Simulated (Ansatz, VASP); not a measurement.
# ZrB2: VASP beside Ansatz

The input INCAR:

```
SYSTEM = ZrB2
PREC = Accurate ; ENCUT = 500
EDIFF = 1E-6 ; ISMEAR = -1
SIGMA = 0.04 ; LREAL = .FALSE.
LASPH = .TRUE. ; NELM = 120
ALGO = Normal ; ISIF = 2
LWAVE = .FALSE. ; LCHARG = .TRUE.
GGA = PE ; LELF = .TRUE.
LVHAR = .TRUE. ; NBANDS = 16
GGA_COMPAT = .FALSE.
```

KPOINTS

```
regular mesh
0
G
  7 7 6
  0 0 0
```

The input POSCAR:

```
ZrB2
1.0
    3.1700000000      0.0000000000      0.0000000000
   -1.5850000000      2.7453005300      0.0000000000
    0.0000000000      0.0000000000      3.5330000000
Zr B
1 2
Direct
    0.0000000000      0.0000000000      0.0000000000
    0.6666666667      0.3333333333      0.5000000000
    0.3333333333      0.6666666667      0.5000000000
```

File input.yaml:

```yaml
crystal:
  lattice:
    - [3.17, 0.0, 0.0]
    - [-1.585, 2.74530053, 0.0]
    - [0.0, 0.0, 3.533]
  atoms:
    - { symbol: Zr, position: [0.0, 0.0, 0.0] }
    - { symbol: B, position: [0.6666666667, 0.3333333333, 0.5] }
    - { symbol: B, position: [0.3333333333, 0.6666666667, 0.5] }
kpoints:
  mp_grid: { grid: [7, 7, 6] }
scf:
  occupations: { method: fermi_dirac, width: 0.04 }
hamiltonian:
  xc: pbe
  pseudopotentials: { kind: all_electron, lapw: { basis_error: 0.003 } }
output:
  forces: true
  stress: true
  eigenvalues: true
```

Alike in both runs: task single point; functional PBE; k mesh 7 × 7 × 6; occupations fermi-dirac, width 0.04 eV; no spin polarisation.

```csv
,VASP,Ansatz
version,VASP 6.6.1,Ansatz 0.2.0
potentials or method,"VASP PAW PBE potentials, release 64 (Zr_sv, B), cutoff 500 eV","all-electron LAPW, scalar-relativistic"
```

Ansatz gave:

| Quantity | Value |
| --- | --- |
| gap on the k mesh at the Fermi level (eV) | none |
| pressure (GPa) | 0.8 |
| traceless stress, the component that is largest in VASP (GPa) | 0.22 |

Estimate VASP's values.

gap on the k mesh at the Fermi level (eV): none; pressure (GPa): 1.0; traceless stress, the component that is largest in VASP (GPa): 0.23.

A gap of «none» marks a metal or a gap that the smearing closes. Ansatz ran all-electron here, and VASP with PAW potentials.

Noted on Ansatz's run: the k mesh is thin for a metal, which can move the energy by tens of meV per atom.
